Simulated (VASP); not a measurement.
# Ta in VASP: notebook, part 2 of 2

VASP 6.6.1. Earlier steps stand in the parts before.

### 3 Single point, PBEsol

This run uses another cell than the first one, of 79.46 Å³/atom, 0.768 times its volume.

The input, INCAR:

```
PREC = Accurate ; ENCUT = 520
EDIFF = 1E-6 ; ISMEAR = -1
SIGMA = 0.05 ; LREAL = F
LASPH = T ; NELM = 80
ALGO = Normal ; ISIF = 2
LWAVE = F ; LCHARG = F
LDIPOL = T ; IDIPOL = 3
DIPOL = 0.5 0.5 0.500 ; GGA = PS
NBANDS = 42
```

The input, KPOINTS:

```
Automatic mesh
0
Gamma
  8 7 1
```

The input, POSCAR:

```
Ta
1.0
    4.9676408003      0.0000000000      0.0000000000
    0.0000000000      5.0868250988      0.0000000000
    0.0000000000      0.0000000000     18.8681000000
Ta
6
Direct
    0.3333333330      0.7500000000      0.4239968849
    0.6666666670      0.2500000000      0.4239968849
    0.8333333330      0.7500000000      0.5000000000
    0.1666666670      0.2500000000      0.5000000000
    0.3333333330      0.7500000000      0.5760031151
    0.6666666670      0.2500000000      0.5760031151
```

Potentials or basis: VASP PAW PBE potentials, release 64 (Ta_pv).

Command:

```sh
$ cat potpaw_PBE.64/Ta_pv/POTCAR > POTCAR
$ mpirun -np 1 vasp_std > vasp.out
```

Wall time 6.4 min (1 thread of Intel Xeon Platinum 8559C (Emerald Rapids), shared host); peak memory 0.65 GiB.

Results (log left out):

* Free energy: -65.2325 eV
* Largest force: 2.502 eV/Å
* Band gap on the k mesh: zero (band 33 reaches -1.24 eV, above the bottom of band 34 at -1.81 eV)

Forces in eV/Å, atoms in the order of the input:
```
Ta   0.132  0.000  2.498
Ta  -0.132  0.000  2.498
Ta  -0.788  0.000  0.000
Ta   0.788  0.000  0.000
Ta   0.132  0.000 -2.498
Ta  -0.132  0.000 -2.498
```

Levels at points of the mesh, in eV from the Fermi level:
| k point | band 31 | band 32 | band 33 | band 34 | band 35 | band 36 |
| --- | --- | --- | --- | --- | --- | --- |
| (0.00, 0.00, 0.00) | -0.31 | -0.07 | 0.22 | 0.24 | 0.49 | 0.51 |
| (0.50, 0.00, 0.00) | -0.45 | -0.31 | -0.09 | 0.11 | 0.58 | 0.63 |

Caveat: the PAW data sets were made with another functional, which shifts forces and pressure a little; spin-orbit coupling is left out, which moves the levels of the heavy elements.

### 4 Single point, PBEsol

This run uses another cell than the first one, of 79.46 Å³/atom, 0.768 times its volume.

The input, INCAR:

```
ALGO = Normal
DIPOL = 0.5 0.5 0.500
EDIFF = 1E-6
ENCUT = 520
GGA = PS
IDIPOL = 3
ISIF = 2
ISMEAR = -1
LASPH = True
LCHARG = False
LDIPOL = True
LREAL = False
LWAVE = False
NBANDS = 42
NELM = 80
PREC = Accurate
SIGMA = 0.05
```

The input, KPOINTS:

```
k-points
0
Gamma
  8 7 1
```

The input, POSCAR:

```
Ta
1.0
    4.9676408003      0.0000000000      0.0000000000
    0.0000000000      5.0868250988      0.0000000000
    0.0000000000      0.0000000000     18.8681000000
Ta
6
Direct
    0.3189631462      0.7500000000      0.4319942841
    0.6810368538      0.2500000000      0.4319942841
    0.8113262167      0.7500000000      0.4999999985
    0.1886737833      0.2500000000      0.4999999985
    0.3189631391      0.7500000000      0.5680057174
    0.6810368609      0.2500000000      0.5680057174
```

Potentials or basis: VASP PAW PBE potentials, release 64 (Ta_pv).

Command:

```sh
$ cat potpaw_PBE.64/Ta_pv/POTCAR > POTCAR
$ mpirun -np 1 vasp_std > vasp.out
```

OUTCAR:

```text
EDIFF = 1E-6
   ENCUT = 520
   GGA = PS
   ISIF = 2
   ISMEAR = -1
   LASPH = True
   LREAL = False
   NELM = 80
   PREC = Accurate

 ion  position               nearest neighbor table
   1  0.319  0.750  0.432-   5 2.57   3 2.76   3 2.83   4 2.92   4 2.92   2 3.12   2 3.12
   2  0.681  0.250  0.432-   6 2.57   4 2.76   4 2.83   3 2.92   3 2.92   1 3.12   1 3.12
   3  0.811  0.750  0.500-   1 2.76   5 2.76   1 2.83   5 2.83   2 2.92   2 2.92   6 2.92   6 2.92
                             4 3.16   4 3.16
   4  0.189  0.250  0.500-   2 2.76   6 2.76   2 2.83   6 2.83   1 2.92   1 2.92   5 2.92   5 2.92
                             3 3.16   3 3.16
   5  0.319  0.750  0.568-   1 2.57   3 2.76   3 2.83   4 2.92   4 2.92   6 3.12   6 3.12
   6  0.681  0.250  0.568-   2 2.57   4 2.76   4 2.83   3 2.92   3 2.92   5 3.12   5 3.12

  LATTYP: Found a simple orthorhombic cell.
[... 1110 lines left out ...]
  external PRESSURE =     -24.0331321 kB  Pullay stress =       0.0000000 kB

 VOLUME and BASIS-vectors are now :
 -----------------------------------------------------------------------------
  energy-cutoff  :      520.00
  volume of cell :      476.79
      direct lattice vectors                 reciprocal lattice vectors
     4.967640800  0.000000000  0.000000000     0.201302799  0.000000000  0.000000000
     0.000000000  5.086825099  0.000000000     0.000000000  0.196586275  0.000000000
     0.000000000  0.000000000 18.868100000     0.000000000  0.000000000  0.052999507

 POSITION                                       TOTAL-FORCE (eV/Angst)
 -----------------------------------------------------------------------------------
      1.58449      3.81512      8.15091        -0.004474      0.000000     -0.017209
      3.38315      1.27171      8.15091         0.004474      0.000000     -0.017209
      4.03038      3.81512      9.43405        -0.003995      0.000000      0.000000
      0.93726      1.27171      9.43405         0.003995      0.000000      0.000000
      1.58449      3.81512     10.71719        -0.004474      0.000000      0.017209
      3.38315      1.27171     10.71719         0.004474      0.000000      0.017209
 -----------------------------------------------------------------------------------
    total drift:                                0.000000     -0.000000      0.000014

  FREE ENERGIE OF THE ION-ELECTRON SYSTEM (eV)
  ---------------------------------------------------
  free  energy   TOTEN  =       -66.2026877979 eV

  energy  without entropy=      -66.1265612227  energy(sigma->0) =      -66.16462451

 vacuum level on the upper side and lower side of the slab         2.172         2.172
```

OSZICAR:

```text
N       E                     dE             d eps       ncg     rms          rms(c)
DAV:   1     0.452407587145E+03    0.45241E+03   -0.35491E+04  2336   0.127E+03
DAV:   2    -0.451818770994E+02   -0.49759E+03   -0.48400E+03  2074   0.316E+02
DAV:   3    -0.717974637680E+02   -0.26616E+02   -0.25247E+02  2028   0.605E+01
[... 15 lines left out ...]
DAV:  19    -0.662025924233E+02   -0.11406E-03   -0.87385E-06  1620   0.558E-03    0.158E-03
DAV:  20    -0.662026561852E+02   -0.63762E-04   -0.59699E-06  1680   0.456E-03    0.670E-04
DAV:  21    -0.662026772685E+02   -0.21083E-04   -0.15314E-06  1488   0.219E-03    0.422E-04
DAV:  22    -0.662026869200E+02   -0.96515E-05   -0.10866E-06  1442   0.169E-03    0.142E-04
DAV:  23    -0.662026877979E+02   -0.87792E-06   -0.76514E-08  1328   0.526E-04
   1 F= -.66202688E+02 E0= -.66164625E+02  d E =-.761266E-01
```

stdout:

```text
POSCAR found type information on POSCAR Ta
 POSCAR found :  1 types and       6 ions
 scaLAPACK will be used
 -----------------------------------------------------------------------------
|                                                                             |
|                                                                             |
|     You enforced a specific xc type in the INCAR file but a different       |
|     I HOPE YOU KNOW WHAT YOU ARE DOING!                                     |
|                                                                             |
 -----------------------------------------------------------------------------

 LDA part: xc-table for (Slater+PW92), standard interpolation
 POSCAR, INCAR and KPOINTS ok, starting setup
 FFT: planning ... GRIDC
 FFT: planning ... GRID_SOFT
 FFT: planning ... GRID
 WAVECAR not read
 entering main loop
```

Run time: 6.8 min. Hardware: 1 thread of Intel Xeon Platinum 8559C (Emerald Rapids), shared host; peak memory 0.67 GiB.

Results:

```
Free energy            : -66.2027 eV
Largest force          : 0.018 eV/Å
Band gap on the k mesh : zero (band 33 reaches -1.31 eV, above the bottom of band 34 at -1.74 eV)
```

Forces on the atoms (eV/Å):
```
Ta  -0.004  0.000 -0.017
Ta   0.004  0.000 -0.017
Ta  -0.004  0.000  0.000
Ta   0.004  0.000  0.000
Ta  -0.004  0.000  0.017
Ta   0.004  0.000  0.017
```

Levels at points of the mesh, in eV from the Fermi level:
| k point | band 31 | band 32 | band 33 | band 34 | band 35 | band 36 |
| --- | --- | --- | --- | --- | --- | --- |
| (0.00, 0.00, 0.00) | -0.40 | -0.38 | -0.23 | 0.21 | 0.76 | 0.86 |
| (0.50, 0.00, 0.00) | -0.60 | -0.41 | -0.05 | 0.11 | 0.42 | 0.47 |

Caveat: the PAW data sets were made with another functional, which shifts forces and pressure a little; spin-orbit coupling is left out, which moves the levels of the heavy elements.
